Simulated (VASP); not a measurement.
## BP: single point with PBE-based screened hybrid

The system is BP.

```
P B
1.0
     0.00000    2.26900    2.26900
     2.26900    0.00000    2.26900
     2.26900    2.26900    0.00000
P B
1 1
Cartesian
  3.4035 3.4035 3.4035
  0.0000 0.0000 0.0000
```

```json
{
  "Program": "VASP 6.6.1",
  "Task": "single point",
  "Functional": "PBE-based screened hybrid",
  "Potentials or basis": "VASP PAW PBE potentials, release 64 (P, B)",
  "Cutoff": "520 eV",
  "k mesh": "6 × 6 × 6",
  "Occupations": "fermi-dirac, width 0.05 eV",
  "Spin": "no spin polarisation"
}
```

```
Pressure               : -1.8 GPa
Band gap on the k mesh : 1.88 eV, indirect (least direct gap 4.15 eV)
```

Levels at points of the mesh, in eV from the valence-band top:
```
           k point  band 1  band 2  band 3  band 4  band 5  band 6  band 7  band 8
(0.00, 0.00, 0.00)  -16.98    0.00    0.00    0.00    4.15    4.15    4.15    8.46
(0.50, 0.00, 0.00)  -13.32   -9.89   -1.91   -1.91    4.53    5.52    5.52   11.14
(0.50, 0.50, 0.00)  -11.60   -9.47   -4.47   -4.47    1.88    2.23   13.57   13.57
```

It took 7.3 min on 1 thread of AMD EPYC 7R43 64-Core Processor (Zen 3) (shared host), peak memory 0.2 GiB.

Caveat: the PAW data sets were made with another functional, which shifts forces and pressure a little. A k mesh can miss the band edges.
